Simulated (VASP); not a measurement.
Runs of VASP 6.6.1 on H. Symmetry: I4/mmm, No. 139, tetragonal system. The conventional cell has a = 3.383 Å, b = 3.383 Å, c = 4.117 Å, α = 90.00°, β = 90.00°, γ = 90.00°. Within 1.0 Å of H (site symmetry 4mm) lie 1 H at 0.74 Å. 

| task | level | potentials or basis | cell | k mesh | cutoff (eV) | grid for exact exchange (PRECFOCK) | share of exact exchange | screening parameter | gap on the mesh (eV) | pressure (GPa) | largest force (eV/Å) |
| --- | --- | --- | --- | --- | --- | --- | --- | --- | --- | --- | --- |
| single point | PBE-based screened hybrid with 20 % exact exchange | VASP PAW PBE potentials, release 64 (H) | as given | 6 × 6 × 6 | 520 | Normal | 0.2 | 0.2 1/Å | 10.19 | 0.4 | 0.12 |
| single point | PBE-based screened hybrid with 40 % exact exchange | VASP PAW PBE potentials, release 64 (H) | as given | 6 × 6 × 6 | 520 | Normal | 0.4 | 0.2 1/Å | 11.46 | 0.1 | 0.02 |
| single point | PBE-based screened hybrid with 50 % exact exchange | VASP PAW PBE potentials, release 64 (H) | as given | 6 × 6 × 6 | 520 | Normal | 0.5 | 0.2 1/Å | (b) | 0.0 | 0.09 |
| single point | PBE-based screened hybrid with 10 % exact exchange | VASP PAW PBE potentials, release 64 (H) | as given | 6 × 6 × 6 | 520 | Normal | 0.1 | 0.2 1/Å | 9.56 | 0.5 | 0.19 |
| single point | PBE-based screened hybrid with 5 % exact exchange | VASP PAW PBE potentials, release 64 (H) | as given | 6 × 6 × 6 | 520 | Normal | 0.05 | 0.2 1/Å | 9.25 | 0.6 | 0.23 |
| relaxation of cell and atoms | PBE | VASP PAW PBE potentials, release 64 (H_h) | relaxed | 11 × 11 × 11 | 910 | - | - | - | (a) | 0.0 | 0.01 |
| single point | PBE-based screened hybrid with 25 % exact exchange | VASP PAW PBE potentials, release 64 (H) | as given | 6 × 6 × 6 | 520 | Normal | 0.25 | 0.2 1/Å | 10.51 | 0.3 | 0.07 |
| single point | PBE-based screened hybrid with 30 % exact exchange | VASP PAW PBE potentials, release 64 (H) | as given | 6 × 6 × 6 | 520 | Normal | 0.3 | 0.2 1/Å | 10.83 | 0.3 | 0.04 |

Alike in all rows: no spin polarisation; smearing fermi-dirac 0.05 eV.

Q: Estimate the missing entries.

A: (a) 9.13; (b) 12.10.

Caveats: this functional lacks dispersion, which holds the molecules together, so the pressure and a relaxed volume are unreliable; the PAW data sets were made with another functional, which shifts forces and pressure a little (at least some runs); an odd mesh through Γ misses points on the zone boundary, where band edges can lie (at least some runs).
